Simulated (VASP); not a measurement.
# C: electric field gradients with PBE

The system is C.

```xyz
2
Lattice="2.1720 0.0000 0.0000 -1.0860 1.8810 0.0000 0.0000 0.0000 3.6109" Properties=species:S:1:pos:R:3 pbc="T T T"
C     0.0000    1.2540    0.9027
C     1.0860    0.6270    2.7082
```

This cell differs from its parent crystal: volume scaled by 1.06.

```yaml
Program: VASP 6.6.1
Task: electric field gradients
Functional: PBE
Potentials_or_basis: VASP PAW PBE potentials, release 64 (C)
Cutoff: 520 eV
k_mesh: 17 × 17 × 9
Occupations: fermi-dirac, width 0.03 eV
Spin: no spin polarisation
Dipole_correction: no
Further_INCAR_settings: ALGO = Normal; EDIFF = 1e-08; NBANDS = 11
```

```yaml
Pressure: -7.9 GPa
Band_gap_on_the_k_mesh: zero (band 4 reaches 13.90 eV, above the bottom of band 5 at 3.64 eV)
```

Stress tensor (GPa, compression positive):
```
-7.51  0.00  0.00
 0.00 -7.51  0.00
 0.00  0.00 -8.68
```

Levels at points of the mesh, in eV from the Fermi level:
```
           k point  band 2  band 3  band 4  band 5  band 6  band 7
(0.00, 0.00, 0.00)   -9.65   -8.52    6.48    6.48    7.75    8.05
```

Electric field gradients, principal values (V/Å²):
```tsv
atom	least	middle	greatest (by size)
1 C	0.523	0.523	-1.046
2 C	0.523	0.523	-1.046
```

It took 5.8 s on 1 thread of Intel(R) Xeon(R) 6975P-C (Granite Rapids), with other jobs on the host, peak memory 0.13 GiB.

Caveat: without QUAD_EFG the Cq values of the log hold for a quadrupole moment of 1 mb, not for the nuclei.
